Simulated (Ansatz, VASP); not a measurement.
Two plane-wave programs on Sc

```
Sc
1.0
     0.00000    3.24368    3.24368
     3.24368    0.00000    3.24368
     3.24368    3.24368    0.00000
Sc
2
Direct
  0.12500 0.12500 0.12500
  0.87500 0.87500 0.87500
```

Alike in both runs: functional PBE; k mesh 9 × 9 × 9; occupations fermi-dirac, width 0.05 eV; collinear spin.

Ansatz relaxed the structure, and its values are those at the end. VASP's run is a single point on that final structure, the one shown.

```csv
,VASP,Ansatz
version,VASP 6.6.1,Ansatz 0.2.0
potentials or method,"VASP PAW PBE potentials, release 64 (Sc_sv), cutoff 520 eV","plane waves (420 eV) with PAW, scalar-relativistic"
valence electrons in the cell,22,22
```

```csv
,VASP,Ansatz,Ansatz less VASP
pressure (GPa),0.0,0.0,0.00
net moment per atom (μB),0.00,0.00,0.000
```

The functional is the same, so the differences come from potentials, cutoffs and numerics. Ansatz's warnings: seeded moment not kept.
